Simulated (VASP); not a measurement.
# BeAu (P2_13) in VASP: further runs

Runs on BeAu. Level: LDA. Tasks: single point, relaxation of cell and atoms.

All numbers are computed with VASP 6.6.1; they aren't measurements. Logs are shortened: lines on timing, memory, paths and dates and some standing lists are left out, and cuts for length are marked.

## Step 1: The cell of the first run

The structure is cubic, space group P2_13 (No. 198). The conventional cell has a = 4.620 Å, b = 4.620 Å, c = 4.620 Å, α = 90.00°, β = 90.00°, γ = 90.00°. Within 3.2 Å of Be (site symmetry 3) lie 7 Au at 2.46 to 2.48 Å and 6 Be at 2.85 Å. Within 3.2 Å of Au (site symmetry 3) lie 7 Be at 2.46 to 2.48 Å and 6 Au at 2.85 Å.

## Step 2: Single point, LDA

INCAR reads:

```
SYSTEM = BeAu
  PREC = Accurate
  ENCUT = 520
  EDIFF = 1E-7
  ISMEAR = 0
  SIGMA = 0.1
  LREAL = .FALSE.
  LASPH = .TRUE.
  NELM = 100
  ALGO = Fast
  ISIF = 2
  LWAVE = .FALSE.
  LCHARG = .FALSE.
  NBANDS = 36
```

KPOINTS reads:

```
regular mesh
0
G
  8 8 8
  0 0 0
```

POSCAR reads:

```
BeAu
1.0
    4.6196432463      0.0000000000      0.0000000000
    0.0000000000      4.6196432463      0.0000000000
    0.0000000000      0.0000000000      4.6196432463
Be Au
4 4
Direct
    0.8456474716      0.8456474716      0.8456474716
    0.6543525284      0.1543525284      0.3456474716
    0.3456474716      0.6543525284      0.1543525284
    0.1543525284      0.3456474716      0.6543525284
    0.1530158229      0.1530158229      0.1530158229
    0.3469841771      0.8469841771      0.6530158229
    0.6530158229      0.3469841771      0.8469841771
    0.8469841771      0.6530158229      0.3469841771
```

Potentials or basis: VASP PAW LDA potentials, release 64 (Be, Au).

Launch:

```console
$ cat potpaw_LDA.64/Be/POTCAR potpaw_LDA.64/Au/POTCAR > POTCAR
$ mpirun -np 1 vasp_std > vasp.out
```

OUTCAR:

```text
SYSTEM = BeAu
   PREC = Accurate
   ENCUT = 520
   EDIFF = 1E-7
   ISMEAR = 0
   LREAL = .FALSE.
   LASPH = .TRUE.
   NELM = 100
   ISIF = 2

 ion  position               nearest neighbor table
   1  0.846  0.846  0.846-   5 2.46   6 2.47   7 2.47   8 2.47   7 2.48   8 2.48   6 2.48
   2  0.654  0.154  0.346-   6 2.46   5 2.47   7 2.47   8 2.47   7 2.48   8 2.48   5 2.48
   3  0.346  0.654  0.154-   7 2.46   6 2.47   5 2.47   8 2.47   8 2.48   6 2.48   5 2.48
   4  0.154  0.346  0.654-   8 2.46   6 2.47   7 2.47   5 2.47   6 2.48   5 2.48   7 2.48
   5  0.153  0.153  0.153-   1 2.46   2 2.47   3 2.47   4 2.47   3 2.48   4 2.48   2 2.48   6 2.85
                             7 2.85   8 2.85   6 2.85   8 2.85   7 2.85
   6  0.347  0.847  0.653-   2 2.46   1 2.47   3 2.47   4 2.47   3 2.48   4 2.48   1 2.48   8 2.85
                             5 2.85   5 2.85   7 2.85   7 2.85   8 2.85
   7  0.653  0.347  0.847-   3 2.46   2 2.47   1 2.47   4 2.47   4 2.48   2 2.48   1 2.48   8 2.85
                             5 2.85   8 2.85   6 2.85   6 2.85   5 2.85
   8  0.847  0.653  0.347-   4 2.46   2 2.47   3 2.47   1 2.47   2 2.48   1 2.48   3 2.48   7 2.85
                             5 2.85   7 2.85   5 2.85   6 2.85   6 2.85

  LATTYP: Found a simple cubic cell.
 ALAT       =     4.6196432463

  Lattice vectors:

 A1 = (   4.6196432463,   0.0000000000,   0.0000000000)
 A2 = (   0.0000000000,   4.6196432463,   0.0000000000)
 A3 = (   0.0000000000,   0.0000000000,   4.6196432463)

Analysis of symmetry for initial positions (statically):
=====================================================================
 Subroutine PRICEL returns:
 Original cell was already a primitive cell.

 Routine SETGRP: Setting up the symmetry group for a
 simple cubic supercell.

 Subroutine GETGRP returns: Found 12 space group operations
 (whereof  3 operations were pure point group operations)
 out of a pool of 48 trial point group operations.

The static configuration has the point symmetry C_3 .
 The point group associated with its full space group is T   .

Analysis of symmetry for dynamics (positions and initial velocities):
=====================================================================
 Subroutine PRICEL returns:
 Original cell was already a primitive cell.

 Routine SETGRP: Setting up the symmetry group for a
 simple cubic supercell.

 Subroutine GETGRP returns: Found 12 space group operations
 (whereof  3 operations were pure point group operations)
 out of a pool of 48 trial point group operations.

The dynamic configuration has the point symmetry C_3 .
 The point group associated with its full space group is T   .

 Subroutine INISYM returns: Found 12 space group operations
 (whereof  3 operations are pure point group operations),
 and found     1 'primitive' translations

----------------------------------------------------------------------------------------

                                     Primitive cell

  volume of cell :      98.5883

  direct lattice vectors                    reciprocal lattice vectors
     4.619643246  0.000000000  0.000000000     0.216466932  0.000000000  0.000000000
     0.000000000  4.619643246  0.000000000     0.000000000  0.216466932  0.000000000
     0.000000000  0.000000000  4.619643246     0.000000000  0.000000000  0.216466932

  length of vectors
     4.619643246  4.619643246  4.619643246     0.216466932  0.216466932  0.216466932

  position of ions in fractional coordinates (direct lattice)
     0.845647472  0.845647472  0.845647472
     0.654352528  0.154352528  0.345647472
     0.345647472  0.654352528  0.154352528
     0.154352528  0.345647472  0.654352528
     0.153015823  0.153015823  0.153015823
     0.346984177  0.846984177  0.653015823
     0.653015823  0.346984177  0.846984177
     0.846984177  0.653015823  0.346984177

  ion indices of the primitive-cell ions
   primitive index   ion index
                 1           1
                 2           2
                 3           3
                 4           4
                 5           5
                 6           6
                 7           7
                 8           8

----------------------------------------------------------------------------------------

 KPOINTS: regular mesh

Automatic generation of k-mesh.
 Grid dimensions read from file:
 generate k-points for:    8    8    8

 Generating k-lattice:

  Cartesian coordinates                     Fractional coordinates (reciprocal lattice)
     0.027058366  0.000000000  0.000000000     0.125000000  0.000000000  0.000000000
     0.000000000  0.027058366  0.000000000     0.000000000  0.125000000  0.000000000
     0.000000000  0.000000000  0.027058366     0.000000000  0.000000000  0.125000000

  Length of vectors
     0.027058366  0.027058366  0.027058366

  Shift w.r.t. Gamma in fractional coordinates (k-lattice)
     0.000000000  0.000000000  0.000000000

 Subroutine IBZKPT returns following result:
 ===========================================

 Found     45 irreducible k-points:

 Following reciprocal coordinates:
            Coordinates               Weight
  0.000000  0.000000  0.000000      1.000000
  0.125000  0.000000  0.000000      6.000000
  0.250000  0.000000  0.000000      6.000000
  0.375000  0.000000  0.000000      6.000000
  0.500000  0.000000  0.000000      3.000000
  0.125000  0.125000  0.000000     12.000000
[... 16 lines left out ...]
  0.250000  0.125000  0.125000     24.000000
  0.375000  0.125000  0.125000     24.000000
 [... further k-points ...]
   k-points           NKPTS =     45   k-points in BZ     NKDIM =     45   number of bands    NBANDS=     36
   number of dos      NEDOS =    301   number of ions     NIONS =      8
   total plane-waves  NPLWV =  46656
   dimension x,y,z NGX =    36 NGY =   36 NGZ =   36
   dimension x,y,z NGXF=    72 NGYF=   72 NGZF=   72
   ions per type =               4   4
   NGX,Y,Z   is equivalent  to a cutoff of  12.96, 12.96, 12.96 a.u.
   NGXF,Y,Z  is equivalent  to a cutoff of  25.91, 25.91, 25.91 a.u.
 SYSTEM =  BeAu
   PREC   = accura    normal or accurate (medium, high low for compatibility)
   ISTART =      0    job   : 0-new  1-cont  2-samecut
   ICHARG =      2    charge: 1-file 2-atom 10-const
   ISPIN  =      1    spin polarized calculation?
   LNONCOLLINEAR =      F non collinear calculations
   LSORBIT =      F    spin-orbit coupling
   LASPH  =      T    aspherical Exc in radial PAW
   ENCUT  =  520.0 eV  38.22 Ry    6.18 a.u.   8.59  8.59  8.59*2*pi/ulx,y,z
   NELM   =    100;   NELMIN=  2; NELMDL= -5     # of ELM steps
   EDIFF  = 0.1E-06   stopping-criterion for ELM
   LREAL  =      F    real-space projection
   EDIFFG = 0.1E-05   stopping-criterion for IOM
   NSW    =      0    number of steps for IOM
   IBRION =     -1    ionic relax: 0-MD 1-quasi-New 2-CG
   NFREE  =      0    steps in history (QN), initial steepest desc. (CG)
   ISIF   =      2    stress and relaxation
   ISYM   =      2    0-nonsym 1-usesym 2-fastsym
   POTIM  = 0.5000    time-step for ionic-motion
   TEBEG  =    0.0;   TEEND  =   0.0 temperature during run
   PSTRESS=    0.0 pullay stress
   NELECT =      52.0000    total number of electrons
   NUPDOWN=      -1.0000    fix difference up-down
   EMIN   =  10.00;   EMAX   =-10.00  energy-range for DOS
   EFERMI =   0.00;   METHOD = LEGACY
   ISMEAR =     0;   SIGMA  =   0.10  broadening in eV -4-tet -1-fermi 0-gaus
   EFERMI_NEDOS =   21; number of points for ismear=-14 and -15
   IALGO  =     68    algorithm
   IMIX   =      4    mixing-type and parameters
     AMIX     =   0.40;   BMIX     =  1.00
     AMIX_MAG =   1.60;   BMIX_MAG =  1.00
  volume/ion in A,a.u.               =      12.32        83.16
  Fermi-wavevector in a.u.,A,eV,Ry     =   1.322719  2.499576 23.804547  1.749585
  Thomas-Fermi vector in A             =   2.452379
   LORBIT       =      0    0 simple, 1 ext, 2 COOP (PROOUT), +10 PAW based schemes
   GGA     = CA    functional components
   LHFCALC =     F    Hartree Fock is set to
   AEXX    =    0.0000 exact exchange contribution
   IVDW    =     0    specifies the selected vdW correction
   LEPSILON=     F    determine dielectric tensor
   LRPA    =     F    only Hartree local field effects (RPA)
 non-spin polarized calculation
 RMM-DIIS sequential band-by-band and
 Gauss-broadening in eV      SIGMA  =   0.10
  energy-cutoff  :      520.00
  volume of cell :       98.59
 maximum number of plane-waves:      2680
 NGX is ok and might be reduce to    36
   NGX = 17   NGY = 17   NGZ = 17

 number of electron      51.9999984 magnetization

 Free energy of the ion-electron system (eV)
  ---------------------------------------------------
  ext. energy  EPLUGINS =         0.00000000
  ---------------------------------------------------
  free energy    TOTEN  =       -36.22153403 eV

  energy without entropy =      -36.21377550  energy(sigma->0) =      -36.21765477

 E-fermi :   9.3147     XC(G=0): -12.2686

 val. band max:        9.2966170718   @ k =   0.1250   0.1250   0.0000
 cond. band min:       9.3646588303   @ k =   0.3750   0.3750   0.2500
 fundamental gap:      0.0680417586
 Fermi energy:         9.3146929700

 k-point     1 :       0.0000    0.0000    0.0000
  band No.  band energies     occupation
      1      -1.7572      2.00000
      2       1.7147      2.00000
      3       1.7147      2.00000
      4       1.7147      2.00000
      5       2.4361      2.00000
      6       2.4361      2.00000
[... 28 lines left out ...]
     35      14.8864      0.00000
     36      15.6646      0.00000

 k-point     2 :       0.1250    0.0000    0.0000
  band No.  band energies     occupation
      1      -1.6380      2.00000
      2       1.6382      2.00000
      3       1.7152      2.00000
      4       1.7200      2.00000
      5       2.3532      2.00000
      6       2.3839      2.00000
[... 28 lines left out ...]
     35      15.2182      0.00000
     36      15.7936      0.00000
[... 817 lines left out ...]
     35      15.5005      0.00000
     36      15.9361      0.00000

 k-point    24 :       0.3750    0.1250    0.1250
  band No.  band energies     occupation
      1      -0.5253      2.00000
      2       0.8809      2.00000
      3       1.6330      2.00000
      4       1.7042      2.00000
      5       2.1398      2.00000
      6       2.2892      2.00000
[... 28 lines left out ...]
     35      15.5611      0.00000
     36      16.6203      0.00000

 [... further k-points ...]
[... 5 lines left out ...]
  --------------------------------------------------------------------------------------
  -------------------------------------------------------------------------------------
  Total        0.3317086      0.3317086      0.3317086     -0.0000000      0.0000000      0.0000000
  in kB        5.3906613      5.3906613      5.3906613     -0.0000000      0.0000000      0.0000000
  external PRESSURE =       5.3906613 kB  Pullay stress =       0.0000000 kB

 VOLUME and BASIS-vectors are now :
 -----------------------------------------------------------------------------
  energy-cutoff  :      520.00
  volume of cell :       98.59
      direct lattice vectors                 reciprocal lattice vectors
     4.619643246  0.000000000  0.000000000     0.216466932  0.000000000  0.000000000
     0.000000000  4.619643246  0.000000000     0.000000000  0.216466932  0.000000000
     0.000000000  0.000000000  4.619643246     0.000000000  0.000000000  0.216466932

 POSITION                                       TOTAL-FORCE (eV/Angst)
 -----------------------------------------------------------------------------------
      3.90659      3.90659      3.90659         0.000577      0.000577      0.000577
      3.02288      0.71305      1.59677        -0.000577     -0.000577      0.000577
      1.59677      3.02288      0.71305         0.000577     -0.000577     -0.000577
      0.71305      1.59677      3.02288        -0.000577      0.000577     -0.000577
      0.70688      0.70688      0.70688        -0.000027     -0.000027     -0.000027
      1.60294      3.91276      3.01670         0.000027      0.000027     -0.000027
      3.01670      1.60294      3.91276        -0.000027      0.000027      0.000027
      3.91276      3.01670      1.60294         0.000027     -0.000027      0.000027
 -----------------------------------------------------------------------------------
    total drift:                                0.000000      0.000000     -0.000000

  FREE ENERGIE OF THE ION-ELECTRON SYSTEM (eV)
  ---------------------------------------------------
  free  energy   TOTEN  =       -36.2215340327 eV

  energy  without entropy=      -36.2137755012  energy(sigma->0) =      -36.21765477
```

Run time: 4 min. Hardware: 1 thread of Intel Xeon 8259CL, shared host; peak memory 0.26 GiB.

Results:

- Free energy: -36.2215 eV
- Pressure: 0.5 GPa
- Band gap on the k mesh: zero (bands 26 and 27 overlap by 1.97 eV)

Caveat: spin-orbit coupling is left out, which moves the levels of the heavy elements.

## Step 3: Relaxation of cell and atoms, LDA

This run uses another cell than the first one, of 13.08 Å³/atom.

INCAR reads:

```
SYSTEM = BeAu
PREC = Accurate
ENCUT = 600
EDIFF = 1E-6
ISMEAR = 0
SIGMA = 0.1
LREAL = .False.
LASPH = .True.
NELM = 60
ALGO = Fast
ISIF = 3
LWAVE = .False.
LCHARG = .False.
GGA = CA
IBRION = 2
NSW = 70
EDIFFG = -0.005
```

KPOINTS reads:

```
Automatic mesh
0
Gamma
  8 8 8
  0 0 0
```

POSCAR reads:

```
BeAu
1.0
    4.7117317749      0.0000000000      0.0000000000
    0.0000000000      4.7117317749      0.0000000000
    0.0000000000      0.0000000000      4.7117317749
Be Au
4 4
Direct
    0.8461152471      0.8461152471      0.8461152471
    0.6538847529      0.1538847529      0.3461152471
    0.3461152471      0.6538847529      0.1538847529
    0.1538847529      0.3461152471      0.6538847529
    0.1548561807      0.1548561807      0.1548561807
    0.3451438193      0.8451438193      0.6548561807
    0.6548561807      0.3451438193      0.8451438193
    0.8451438193      0.6548561807      0.3451438193
```

Potentials or basis: VASP PAW LDA potentials, release 64 (Be, Au).

Launch:

```console
$ cat potpaw_LDA.64/Be/POTCAR potpaw_LDA.64/Au/POTCAR > POTCAR
$ mpirun -np 1 vasp_std > vasp.out
```

It took 25 min on 1 thread of Intel Xeon 8259CL, shared host; peak memory 0.31 GiB.

It converged, with:

- Free energy: -36.2225 eV
- Relaxed volume: 12.37 Å³/atom
- Relaxed cell: a = 4.625 Å, b = 4.625 Å, c = 4.625 Å, α = 90.00°, β = 90.00°, γ = 90.00°
- Space group after relaxing (to 0.1 Å): P2_13 (No. 198)
- Energy gained by relaxing: 20.8 meV/atom
- Ionic steps: 10
- Pressure after relaxing: 0.0 GPa
- Band gap on the k mesh: zero (bands 26 and 27 overlap by 1.97 eV)

Forces on the atoms (eV/Å):
```
Be   0.001  0.001  0.001
Be  -0.001 -0.001  0.001
Be   0.001 -0.001 -0.001
Be  -0.001  0.001 -0.001
Au  -0.001 -0.001 -0.001
Au   0.001  0.001 -0.001
Au  -0.001  0.001  0.001
Au   0.001 -0.001  0.001
```

Step by step:
```csv
step,energy change (eV),largest force (eV/Å),pressure (GPa),volume (Å³)
1,0.0000,0.0750,-8.75,104.60
2,-0.0278,0.0080,9.81,94.16
3,-0.1652,0.0505,-0.03,98.92
4,-0.1652,0.0494,0.13,98.81
5,-0.1656,0.0399,0.14,98.81
6,-0.1665,0.0153,0.16,98.82
7,-0.1660,0.0299,0.22,98.83
8,-0.1666,0.0034,0.18,98.82
9,-0.1663,0.0017,-0.49,99.18
10,-0.1667,0.0022,-0.04,98.93
```

Final structure:
```
CELL_PARAMETERS angstrom
4.62492 0.00000 0.00000
0.00000 4.62492 0.00000
0.00000 0.00000 4.62492
ATOMIC_POSITIONS crystal
Be 0.84560 0.84560 0.84560
Be 0.65440 0.15440 0.34560
Be 0.34560 0.65440 0.15440
Be 0.15440 0.34560 0.65440
Au 0.15295 0.15295 0.15295
Au 0.34705 0.84705 0.65295
Au 0.65295 0.34705 0.84705
Au 0.84705 0.65295 0.34705
```

Levels at points of the mesh, in eV from the Fermi level:
```tsv
k point	band 23	band 24	band 25	band 26	band 27	band 28	band 29	band 30
(0.00, 0.00, 0.00)	-2.37	-2.37	-0.39	-0.39	-0.39	4.42	4.42	4.76
(0.50, 0.00, 0.00)	-1.91	-1.91	-0.47	-0.47	1.09	1.09	3.03	3.03
(0.50, 0.50, 0.00)	-3.59	-3.59	0.28	0.28	1.21	1.21	3.63	3.63
(0.50, 0.50, 0.50)	-3.54	-3.54	-1.69	-1.69	-1.69	-1.69	6.94	6.94
```

Caveat: spin-orbit coupling is left out, which moves the levels of the heavy elements. Zero-point motion and thermal expansion aren't in these numbers.
